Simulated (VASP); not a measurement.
# MoW3 (Fm-3m) in VASP: further runs

MoW3 is run at these levels: PBE; tasks: single point.

Program: VASP 6.6.1. These are calculated values, not measurements. Logs are shortened: lines on timing, memory, paths and dates and some standing lists are left out, and cuts for length are marked.

## 1. The cell of the first run

Symmetry: Fm-3m, No. 225, cubic system. The conventional cell has a = 6.355 Å, b = 6.355 Å, c = 6.355 Å, α = 90.00°, β = 90.00°, γ = 90.00°. Mo (site symmetry m-3m) has 14 W at 2.75 to 3.18 Å within 3.6 Å. W (site symmetry -43m) has 10 W at 2.75 to 3.18 Å and 4 Mo at 2.75 Å within 3.6 Å. Within 3.6 Å of W (site symmetry m-3m) lie 8 W at 2.75 Å and 6 Mo at 3.18 Å.

The cell was generated, and may not be a known phase.

## 2. Single point, PBE

INCAR

```
SYSTEM = MoW3
  PREC = Accurate
  ENCUT = 520
  EDIFF = 1E-6
  ISMEAR = 0
  SIGMA = 0.1
  LREAL = .FALSE.
  LASPH = .TRUE.
  NELM = 80
  ALGO = Normal
  ISIF = 2
  LWAVE = .FALSE.
  LCHARG = .FALSE.
  GGA = PE
  NBANDS = 36
```

KPOINTS

```
Automatic mesh
0
G
  4 4 4
  0 0 0
```

POSCAR

```
MoW3
1.0
    0.0000000000      3.1772743207      3.1772743207
    3.1772743207      0.0000000000      3.1772743207
    3.1772743207      3.1772743207      0.0000000000
Mo W
1 3
Direct
    0.0000000000      0.0000000000      0.0000000000
    0.7500000000      0.7500000000      0.7500000000
    0.5000000000      0.5000000000      0.5000000000
    0.2500000000      0.2500000000      0.2500000000
```

Potentials or basis: VASP PAW PBE potentials, release 64 (Mo_sv, W_sv).

Launch:

```
> cat potpaw_PBE.64/Mo_sv/POTCAR potpaw_PBE.64/W_sv/POTCAR > POTCAR
> mpirun -np 1 vasp_std > vasp.out
```

OUTCAR:

```text
SYSTEM = MoW3
   PREC = Accurate
   ENCUT = 520
   EDIFF = 1E-6
   ISMEAR = 0
   LREAL = .FALSE.
   LASPH = .TRUE.
   NELM = 80
   ISIF = 2
   GGA = PE

 ion  position               nearest neighbor table
   1  0.000  0.000  0.000-   2 2.75   2 2.75   2 2.75   4 2.75   4 2.75   4 2.75   4 2.75   2 2.75
                             3 3.18   3 3.18   3 3.18   3 3.18   3 3.18   3 3.18
   2  0.750  0.750  0.750-   3 2.75   3 2.75   3 2.75   1 2.75   1 2.75   1 2.75   3 2.75   1 2.75
                             4 3.18   4 3.18   4 3.18   4 3.18   4 3.18   4 3.18
   3  0.500  0.500  0.500-   4 2.75   4 2.75   4 2.75   2 2.75   2 2.75   2 2.75   4 2.75   2 2.75
                             1 3.18   1 3.18   1 3.18   1 3.18   1 3.18   1 3.18
   4  0.250  0.250  0.250-   1 2.75   1 2.75   1 2.75   3 2.75   3 2.75   3 2.75   3 2.75   1 2.75
                             2 3.18   2 3.18   2 3.18   2 3.18   2 3.18   2 3.18

  LATTYP: Found a face centered cubic cell.
 ALAT       =     6.3545486414

  Lattice vectors:

 A1 = (   0.0000000000,   3.1772743207,   3.1772743207)
 A2 = (   3.1772743207,   0.0000000000,   3.1772743207)
 A3 = (   3.1772743207,   3.1772743207,   0.0000000000)

Analysis of symmetry for initial positions (statically):
=====================================================================
 Subroutine PRICEL returns:
 Original cell was already a primitive cell.

 Routine SETGRP: Setting up the symmetry group for a
 face centered cubic supercell.

 Subroutine GETGRP returns: Found 48 space group operations
 (whereof 48 operations were pure point group operations)
 out of a pool of 48 trial point group operations.

The static configuration has the point symmetry O_h .

Analysis of symmetry for dynamics (positions and initial velocities):
=====================================================================
 Subroutine PRICEL returns:
 Original cell was already a primitive cell.

 Routine SETGRP: Setting up the symmetry group for a
 face centered cubic supercell.

 Subroutine GETGRP returns: Found 48 space group operations
 (whereof 48 operations were pure point group operations)
 out of a pool of 48 trial point group operations.

The dynamic configuration has the point symmetry O_h .

 Subroutine INISYM returns: Found 48 space group operations
 (whereof 48 operations are pure point group operations),
 and found     1 'primitive' translations

----------------------------------------------------------------------------------------

                                     Primitive cell

  volume of cell :      64.1496

  direct lattice vectors                    reciprocal lattice vectors
     0.000000000  3.177274321  3.177274321    -0.157367589  0.157367589  0.157367589
     3.177274321  0.000000000  3.177274321     0.157367589 -0.157367589  0.157367589
     3.177274321  3.177274321  0.000000000     0.157367589  0.157367589 -0.157367589

  length of vectors
     4.493344436  4.493344436  4.493344436     0.272568660  0.272568660  0.272568660

  position of ions in fractional coordinates (direct lattice)
     0.000000000  0.000000000  0.000000000
     0.750000000  0.750000000  0.750000000
     0.500000000  0.500000000  0.500000000
     0.250000000  0.250000000  0.250000000

  ion indices of the primitive-cell ions
   primitive index   ion index
                 1           1
                 2           2
                 3           3
                 4           4

----------------------------------------------------------------------------------------

 KPOINTS: Automatic mesh

Automatic generation of k-mesh.
 Grid dimensions read from file:
 generate k-points for:    4    4    4

 Generating k-lattice:

  Cartesian coordinates                     Fractional coordinates (reciprocal lattice)
    -0.039341897  0.039341897  0.039341897     0.250000000  0.000000000  0.000000000
     0.039341897 -0.039341897  0.039341897     0.000000000  0.250000000  0.000000000
     0.039341897  0.039341897 -0.039341897     0.000000000  0.000000000  0.250000000

  Length of vectors
     0.068142165  0.068142165  0.068142165

  Shift w.r.t. Gamma in fractional coordinates (k-lattice)
     0.000000000  0.000000000  0.000000000

 Subroutine IBZKPT returns following result:
 ===========================================

 Found      8 irreducible k-points:

 Following reciprocal coordinates:
            Coordinates               Weight
  0.000000  0.000000  0.000000      1.000000
  0.250000  0.000000  0.000000      8.000000
  0.500000  0.000000  0.000000      4.000000
  0.250000  0.250000  0.000000      6.000000
  0.500000  0.250000  0.000000     24.000000
 -0.250000  0.250000  0.000000     12.000000
  0.500000  0.500000  0.000000      3.000000
 -0.250000  0.500000  0.250000      6.000000
   k-points           NKPTS =      8   k-points in BZ     NKDIM =      8   number of bands    NBANDS=     36
   number of dos      NEDOS =    301   number of ions     NIONS =      4
   total plane-waves  NPLWV =  46656
   dimension x,y,z NGX =    36 NGY =   36 NGZ =   36
   dimension x,y,z NGXF=    72 NGYF=   72 NGZF=   72
   ions per type =               1   3
   NGX,Y,Z   is equivalent  to a cutoff of  13.32, 13.32, 13.32 a.u.
   NGXF,Y,Z  is equivalent  to a cutoff of  26.64, 26.64, 26.64 a.u.
 SYSTEM =  MoW3
   PREC   = accura    normal or accurate (medium, high low for compatibility)
   ISTART =      0    job   : 0-new  1-cont  2-samecut
   ICHARG =      2    charge: 1-file 2-atom 10-const
   ISPIN  =      1    spin polarized calculation?
   LNONCOLLINEAR =      F non collinear calculations
   LSORBIT =      F    spin-orbit coupling
   LASPH  =      T    aspherical Exc in radial PAW
   ENCUT  =  520.0 eV  38.22 Ry    6.18 a.u.   8.35  8.35  8.35*2*pi/ulx,y,z
   NELM   =     80;   NELMIN=  2; NELMDL= -5     # of ELM steps
   EDIFF  = 0.1E-05   stopping-criterion for ELM
   LREAL  =      F    real-space projection
   EDIFFG = 0.1E-04   stopping-criterion for IOM
   NSW    =      0    number of steps for IOM
   IBRION =     -1    ionic relax: 0-MD 1-quasi-New 2-CG
   NFREE  =      0    steps in history (QN), initial steepest desc. (CG)
   ISIF   =      2    stress and relaxation
   ISYM   =      2    0-nonsym 1-usesym 2-fastsym
   POTIM  = 0.5000    time-step for ionic-motion
   TEBEG  =    0.0;   TEEND  =   0.0 temperature during run
   PSTRESS=    0.0 pullay stress
   NELECT =      56.0000    total number of electrons
   NUPDOWN=      -1.0000    fix difference up-down
   EMIN   =  10.00;   EMAX   =-10.00  energy-range for DOS
   EFERMI =   0.00;   METHOD = LEGACY
   ISMEAR =     0;   SIGMA  =   0.10  broadening in eV -4-tet -1-fermi 0-gaus
   EFERMI_NEDOS =   21; number of points for ismear=-14 and -15
   IALGO  =     38    algorithm
   IMIX   =      4    mixing-type and parameters
     AMIX     =   0.40;   BMIX     =  1.00
     AMIX_MAG =   1.60;   BMIX_MAG =  1.00
  volume/ion in A,a.u.               =      16.04       108.23
  Fermi-wavevector in a.u.,A,eV,Ry     =   1.564610  2.956684 33.307127  2.448005
  Thomas-Fermi vector in A             =   2.667208
   LORBIT       =      0    0 simple, 1 ext, 2 COOP (PROOUT), +10 PAW based schemes
   GGA     = PE    functional components
   LHFCALC =     F    Hartree Fock is set to
   AEXX    =    0.0000 exact exchange contribution
   IVDW    =     0    specifies the selected vdW correction
   LEPSILON=     F    determine dielectric tensor
   LRPA    =     F    only Hartree local field effects (RPA)
 non-spin polarized calculation
 Gauss-broadening in eV      SIGMA  =   0.10
  energy-cutoff  :      520.00
  volume of cell :       64.15
 maximum number of plane-waves:      1759
 NGX is ok and might be reduce to    36
   NGX = 17   NGY = 17   NGZ = 17

 number of electron      56.0000007 magnetization

 Free energy of the ion-electron system (eV)
  ---------------------------------------------------
  ext. energy  EPLUGINS =         0.00000000
  ---------------------------------------------------
  free energy    TOTEN  =       -49.92311193 eV

  energy without entropy =      -49.91648180  energy(sigma->0) =      -49.91979686

 E-fermi :  11.5863     XC(G=0): -13.4910

 val. band max:       11.4957200800   @ k =   0.2500   0.0000   0.0000
 cond. band min:      11.6937269650   @ k =  -0.2500   0.2500   0.0000
 fundamental gap:      0.1980068851
 Fermi energy:        11.5862758939

 k-point     1 :       0.0000    0.0000    0.0000
  band No.  band energies     occupation
      1     -62.6455      2.00000
      2     -62.5903      2.00000
      3     -62.4094      2.00000
      4     -49.5471      2.00000
      5     -27.0204      2.00000
      6     -27.0204      2.00000
[... 28 lines left out ...]
     35      16.2566      0.00000
     36      16.2566      0.00000

 k-point     2 :       0.2500    0.0000    0.0000
  band No.  band energies     occupation
      1     -62.6319      2.00000
      2     -62.5939      2.00000
      3     -62.4195      2.00000
      4     -49.5479      2.00000
      5     -27.1001      2.00000
      6     -27.0859      2.00000
[... 28 lines left out ...]
     35      14.3774      0.00000
     36      15.2542      0.00000

 k-point     3 :       0.5000    0.0000    0.0000
  band No.  band energies     occupation
      1     -62.6117      2.00000
      2     -62.6029      2.00000
      3     -62.4307      2.00000
      4     -49.5486      2.00000
      5     -27.1291      2.00000
      6     -27.1291      2.00000
[... 28 lines left out ...]
     35      14.4079      0.00000
     36      14.4079      0.00000

 k-point     4 :       0.2500    0.2500    0.0000
  band No.  band energies     occupation
      1     -62.6278      2.00000
      2     -62.5944      2.00000
      3     -62.4232      2.00000
      4     -49.5481      2.00000
      5     -27.1815      2.00000
      6     -27.1815      2.00000
[... 28 lines left out ...]
     35      14.4321      0.00000
     36      14.6700      0.00000

 k-point     5 :       0.5000    0.2500    0.0000
  band No.  band energies     occupation
      1     -62.6100      2.00000
      2     -62.6002      2.00000
      3     -62.4352      2.00000
      4     -49.5489      2.00000
      5     -27.2266      2.00000
      6     -27.1904      2.00000
[... 28 lines left out ...]
     35      14.5930      0.00000
     36      14.6202      0.00000

 k-point     6 :      -0.2500    0.2500    0.0000
  band No.  band energies     occupation
      1     -62.6159      2.00000
      2     -62.5986      2.00000
      3     -62.4309      2.00000
      4     -49.5486      2.00000
      5     -27.1570      2.00000
      6     -27.1554      2.00000
[... 28 lines left out ...]
     35      14.3248      0.00000
     36      14.5466      0.00000

 k-point     7 :       0.5000    0.5000    0.0000
  band No.  band energies     occupation
      1     -62.6070      2.00000
      2     -62.5986      2.00000
      3     -62.4398      2.00000
      4     -49.5491      2.00000
      5     -27.2949      2.00000
      6     -27.2949      2.00000
[... 28 lines left out ...]
     35      14.1699      0.00000
     36      14.5914      0.00000

 k-point     8 :      -0.2500    0.5000    0.2500
  band No.  band energies     occupation
      1     -62.6028      2.00000
      2     -62.6028      2.00000
      3     -62.4398      2.00000
      4     -49.5491      2.00000
      5     -27.2588      2.00000
      6     -27.0969      2.00000
[... 28 lines left out ...]
     35      15.1911      0.00000
     36      15.1938      0.00000

------------------------ aborting loop because EDIFF is reached ----------------------------------------

  FORCE on cell =-STRESS in cart. coord.  units (eV):
  Direction    XX          YY          ZZ          XY          YZ          ZX
  --------------------------------------------------------------------------------------
  -------------------------------------------------------------------------------------
  Total        0.1952746      0.1952746      0.1952746     -0.0000000      0.0000000     -0.0000000
  in kB        4.8771063      4.8771063      4.8771063     -0.0000000      0.0000000     -0.0000000
  external PRESSURE =       4.8771063 kB  Pullay stress =       0.0000000 kB

 VOLUME and BASIS-vectors are now :
 -----------------------------------------------------------------------------
  energy-cutoff  :      520.00
  volume of cell :       64.15
      direct lattice vectors                 reciprocal lattice vectors
     0.000000000  3.177274321  3.177274321    -0.157367589  0.157367589  0.157367589
     3.177274321  0.000000000  3.177274321     0.157367589 -0.157367589  0.157367589
     3.177274321  3.177274321  0.000000000     0.157367589  0.157367589 -0.157367589

 POSITION                                       TOTAL-FORCE (eV/Angst)
 -----------------------------------------------------------------------------------
      0.00000      0.00000      0.00000        -0.000000      0.000000     -0.000000
      4.76591      4.76591      4.76591        -0.000000     -0.000000      0.000000
      3.17727      3.17727      3.17727        -0.000000      0.000000     -0.000000
      1.58864      1.58864      1.58864         0.000000      0.000000     -0.000000
 -----------------------------------------------------------------------------------
    total drift:                                0.000000      0.000000      0.000000

  FREE ENERGIE OF THE ION-ELECTRON SYSTEM (eV)
  ---------------------------------------------------
  free  energy   TOTEN  =       -49.9231119298 eV

  energy  without entropy=      -49.9164817961  energy(sigma->0) =      -49.91979686
```

Wall time 53 s (1 thread of Intel Xeon 8259CL, shared host); peak memory 0.2 GiB.

What came out:

- Free energy: -49.9231 eV
- Pressure: 0.5 GPa

Caveat: the k points lie up to 0.43 Å⁻¹ apart; spin-orbit coupling is left out, which moves the levels of the heavy elements.

## 3. Single point, PBE

This run uses another cell than the first one, of 20.12 Å³/atom.

INCAR

```
SYSTEM = MoW3
PREC     = Accurate       ! precision mode
ENCUT    = 520            ! plane-wave cutoff, eV
EDIFF    = 1E-6           ! SCF threshold, eV
ISMEAR   = 0              ! smearing method
SIGMA    = 0.1            ! smearing width, eV
LREAL    = .False.        ! projectors in reciprocal space
LASPH    = .True.         ! aspherical terms in the spheres
NELM     = 60             ! most SCF steps
ALGO     = Normal         ! electronic algorithm
ISIF     = 2              ! what is computed and relaxed
LWAVE    = .False.        ! write WAVECAR
LCHARG   = .False.        ! write CHGCAR
GGA      = PE             ! functional
NBANDS   = 36             ! bands
```

KPOINTS

```
regular mesh
0
Gamma
  4 4 4
  0 0 0
```

POSCAR

```
MoW3
1.0
    0.0000000000      3.4267157100      3.4267157100
    3.4267157100      0.0000000000      3.4267157100
    3.4267157100      3.4267157100      0.0000000000
Mo W
1 3
Direct
    0.0000000000      0.0000000000      0.0000000000
    0.7500000000      0.7500000000      0.7500000000
    0.5000000000      0.5000000000      0.5000000000
    0.2500000000      0.2500000000      0.2500000000
```

Potentials or basis: VASP PAW PBE potentials, release 64 (Mo_sv, W_sv).

Launch:

```
> cat potpaw_PBE.64/Mo_sv/POTCAR potpaw_PBE.64/W_sv/POTCAR > POTCAR
> mpirun -np 1 vasp_std > vasp.out
```

Wall time 53 s (1 thread of Intel Xeon 8259CL, shared host); peak memory 0.21 GiB.

Results (log left out):

* Free energy: -47.4006 eV
* Pressure: -40.7 GPa

Levels at points of the mesh, in eV from the Fermi level:
| k point | band 26 | band 27 | band 28 | band 29 | band 30 | band 31 |
| --- | --- | --- | --- | --- | --- | --- |
| (0.00, 0.00, 0.00) | -0.96 | -0.96 | -0.96 | 1.42 | 1.42 | 2.09 |
| (0.50, 0.00, 0.00) | -2.15 | -2.11 | -2.11 | 1.37 | 1.37 | 1.71 |
| (0.50, 0.50, 0.00) | -0.50 | -0.39 | -0.39 | 0.34 | 0.34 | 0.75 |

Caveat: the k points lie up to 0.40 Å⁻¹ apart; spin-orbit coupling is left out, which moves the levels of the heavy elements.

(Continued in part 2 of 2.)
